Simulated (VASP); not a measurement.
A run of VASP 6.6.1 is set up as follows.

INCAR

```
ALGO     = Normal         # electronic algorithm
EDIFF    = 1E-6           # SCF threshold, eV
ENCUT    = 520            # plane-wave cutoff, eV
GGA      = PE             # functional
ISIF     = 2              # what is computed and relaxed
ISMEAR   = 0              # smearing method
IVDW     = 12             # dispersion correction
LASPH    = T              # aspherical terms in the spheres
LCHARG   = F              # write CHGCAR
LREAL    = F              # projectors in reciprocal space
LWAVE    = F              # write WAVECAR
NBANDS   = 28             # bands
NELM     = 60             # most SCF steps
PREC     = Accurate       # precision mode
SIGMA    = 0.02           # smearing width, eV
```

The input KPOINTS:

```
k-points
0
Gamma
  6 6 6
```

POSCAR

```
BaZrO3
1.0
    4.2029782749      0.0000000000      0.0000000000
    0.0000000000      4.2029782749      0.0000000000
    0.0000000000      0.0000000000      4.2029782749
Ba Zr O
1 1 3
Direct
    0.0000000000      0.0000000000      0.0000000000
    0.5000000000      0.5000000000      0.5000000000
    0.0000000000      0.5000000000      0.5000000000
    0.5000000000      0.0000000000      0.5000000000
    0.5000000000      0.5000000000      0.0000000000
```

Potentials or basis: VASP PAW PBE potentials, release 64 (Ba_sv, Zr_sv, O).

The run is started by

```sh
$ cat potpaw_PBE.64/Ba_sv/POTCAR potpaw_PBE.64/Zr_sv/POTCAR potpaw_PBE.64/O/POTCAR > POTCAR
$ mpirun -np 1 vasp_std > vasp.out
```

(1) What does it give for the pressure?

(2) Predict the dispersion energy per atom.

(3) What does it give for the band gap on the k mesh?

## Answers

(1) 1.0 GPa.

(2) -0.244 eV.

(3) 3.17 eV, indirect (least direct gap 3.40 eV).

Caveat: spin-orbit coupling is left out, which moves the levels of the heavy elements.
